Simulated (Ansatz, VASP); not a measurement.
## MnO: VASP beside Ansatz

File INCAR:

```
SYSTEM = MnO
ALGO     = Normal         ! electronic algorithm
EDIFF    = 1E-8           ! SCF threshold, eV
ENCUT    = 520            ! plane-wave cutoff, eV
ISIF     = 2              ! what is computed and relaxed
ISMEAR   = -1             ! smearing method
ISPIN    = 2              ! spin polarisation
LASPH    = .TRUE.         ! aspherical terms in the spheres
LCHARG   = .FALSE.        ! write CHGCAR
LEFG     = .TRUE.       
LMAXMIX  = 4              ! l up to which the mixer works
LORBIT   = 11             ! projections on sites
LREAL    = .FALSE.        ! projectors in reciprocal space
LWAVE    = .FALSE.        ! write WAVECAR
MAGMOM   = 4 0            ! initial moments
NBANDS   = 20             ! bands
NELM     = 150            ! most SCF steps
PREC     = Accurate       ! precision mode
SIGMA    = 0.05           ! smearing width, eV
```

Contents of KPOINTS:

```
k-points
0
G
  16 16 16
  0 0 0
```

File POSCAR:

```
MnO
1.0
   -0.0444400000      2.1997800000      2.1997800000
    2.1997800000     -0.0444400000      2.1997800000
    2.1997800000      2.1997800000     -0.0444400000
Mn O
1 1
Direct
    0.0000000000      0.0000000000      0.0000000000
    0.5000000000      0.5000000000      0.5000000000
```

Input for Ansatz:

```yaml
crystal:
  lattice:
    - [-0.04444, 2.19978, 2.19978]
    - [2.19978, -0.04444, 2.19978]
    - [2.19978, 2.19978, -0.04444]
  atoms:
    - { symbol: Mn, position: [0.0, 0.0, 0.0], spin: 4.0 }
    - { symbol: O, position: [0.5, 0.5, 0.5] }
magnetization:
  spin_polarized: true
kpoints:
  mp_grid: { grid: [16, 16, 16] }
scf:
  occupations: { method: fermi_dirac, width: 0.05 }
hamiltonian:
  xc: lda
  pseudopotentials: { kind: all_electron, datasets: crystal }
output:
  forces: true
  stress: true
  eigenvalues: true
  efg: { contact_densities: true }
```

Change from the starting cell: equal xy, yz and zx shear strains of -2 %, crystal datasets.

Alike in both runs: task electric field gradients; functional LDA; k mesh 16 × 16 × 16; occupations fermi-dirac, width 0.05 eV; collinear spin.

|  | VASP | Ansatz |
| --- | --- | --- |
| version | VASP 6.6.1 | Ansatz 0.2.0 |
| potentials or method | VASP PAW LDA potentials, release 64 (Mn_pv, O), cutoff 520 eV | all-electron PAW with datasets made for the crystal, scalar-relativistic |

Ansatz gave:

```
pressure (GPa)                                                : -16.2
traceless stress, the component that is largest in VASP (GPa) : 1.32
net moment per atom (μB)                                      : 2.30
size of the moment on the site where the two differ most (μB) : 3.91
size of Vzz on the site where it differs most (V/Å²)          : 2.3
```

Q: What did VASP give for the same quantities?

A: Pressure (GPa): -17.2; traceless stress, the component that is largest in VASP (GPa): 1.30; net moment per atom (μB): 2.27; size of the moment on the site where the two differ most (μB): 4.12; size of Vzz on the site where it differs most (V/Å²): 1.9.

LDA's correlation is that of Perdew and Zunger in VASP and of Perdew and Wang (1992) in Ansatz. Site moments also hang on the region over which each program counts them. Ansatz ran all-electron here, and VASP with PAW potentials.
